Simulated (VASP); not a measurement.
Write the native input for VASP 6.6.1 that does the following.

| Property | Result |
| --- | --- |
| Task | single point |
| Functional | PBE |
| Potentials or basis | VASP PAW PBE potentials, release 64 (La, Nb_sv, O) |
| Cutoff | 520 eV |
| k mesh | 8 × 8 × 4 |
| Occupations | gaussian, width 0.1 eV |
| Spin | no spin polarisation |
| Dipole correction | no |
| Further INCAR settings | ALGO = Normal; EDIFF = 1e-07; NBANDS = 39 |

The structure of LaNbO lies in POSCAR:

```
LaNbO
1.0
    3.4699879139      0.0000000000      0.0000000000
    0.0000000000      3.4699879139      0.0000000000
    0.0000000000      0.0000000000      8.0012308411
La Nb O
2 2 2
Direct
    0.5000000000      0.0000000000      0.8424808731
    0.0000000000      0.5000000000      0.1575191269
    0.0000000000      0.5000000000      0.5683128517
    0.5000000000      0.0000000000      0.4316871483
    0.0000000000      0.5000000000      0.8394754907
    0.5000000000      0.0000000000      0.1605245093
```

One way to write it, as run:

INCAR

```
SYSTEM = LaNbO
  ALGO = Normal
  EDIFF = 1E-7
  ENCUT = 520
  GGA = PE
  ISIF = 2
  ISMEAR = 0
  LASPH = .TRUE.
  LCHARG = .FALSE.
  LREAL = .FALSE.
  LWAVE = .FALSE.
  NBANDS = 39
  NELM = 60
  PREC = Accurate
  SIGMA = 0.1
```

KPOINTS

```
k-points
0
G
  8 8 4
  0 0 0
```

Potentials or basis: VASP PAW PBE potentials, release 64 (La, Nb_sv, O).

Command:

```sh
$ cat potpaw_PBE.64/La/POTCAR potpaw_PBE.64/Nb_sv/POTCAR potpaw_PBE.64/O/POTCAR > POTCAR
$ mpirun -np 1 vasp_std > vasp.out
```

It gave:

- Pressure: 20.7 GPa
- Largest force: 0.013 eV/Å
- Band gap on the k mesh: zero (bands 30 and 31 overlap by 0.79 eV)

Caveat: the cell stands under pressure; spin-orbit coupling is left out, which moves the levels of the heavy elements.

It took 2.2 min on 1 thread of Intel(R) Xeon(R) 6975P-C (Granite Rapids), with other jobs on the host, peak memory 0.31 GiB.
